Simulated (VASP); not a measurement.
Input of a VASP 6.6.1 run:

Contents of INCAR:

```
SYSTEM = GePt2
  ALGO = Fast
  EDIFF = 1E-6
  ENCUT = 520
  GGA = PS
  ISIF = 2
  ISMEAR = 0
  LASPH = .True.
  LCHARG = .False.
  LREAL = .False.
  LWAVE = .False.
  NBANDS = 61
  NELM = 80
  PREC = Accurate
  SIGMA = 0.15
```

KPOINTS

```
k-points
0
Gamma
  6 6 12
  0 0 0
```

POSCAR

```
GePt2
1.0
    6.4902962625      0.0000000000      0.0000000000
   -3.2451481312      5.6207614414      0.0000000000
    0.0000000000      0.0000000000      3.1819841246
Ge Pt
3 6
Direct
    0.6666666667      0.3333333333      0.0000000000
    0.3333333333      0.6666666667      0.0000000000
    0.0000000000      0.0000000000      0.5000000000
    0.6229372130      0.0000000000      0.5000000000
    0.3770627870      0.3770627870      0.5000000000
    0.0000000000      0.6229372130      0.5000000000
    0.0000000000      0.2849128412      0.0000000000
    0.7150871588      0.7150871588      0.0000000000
    0.2849128412      0.0000000000      0.0000000000
```

Potentials or basis: VASP PAW PBE potentials, release 64 (Ge_d, Pt).

Command:

```sh
$ cat potpaw_PBE.64/Ge_d/POTCAR potpaw_PBE.64/Pt/POTCAR > POTCAR
$ mpirun -np 1 vasp_std > vasp.out
```

Problem. Predict the band gap on the k mesh.

Solution. Zero (bands 51 and 52 overlap by 1.25 eV).

Problem. Predict the pressure.

Solution. 55.0 GPa.

Problem. Predict the largest force.

Solution. 0.412 eV/Å.

Forces in eV/Å, atoms in the order of the input:
```
Ge   0.000  0.000  0.000
Ge   0.000  0.000  0.000
Ge   0.000  0.000  0.000
Pt  -0.412  0.000  0.000
Pt   0.206  0.357  0.000
Pt   0.206 -0.357  0.000
Pt   0.103 -0.178  0.000
Pt   0.103  0.178  0.000
Pt  -0.205  0.000  0.000
```

Caveat: the cell differs from its parent crystal (strain -0.040 along x and y, -0.080 along z); the cell stands under pressure; the PAW data sets were made with another functional, which shifts forces and pressure a little; spin-orbit coupling is left out, which moves the levels of the heavy elements.
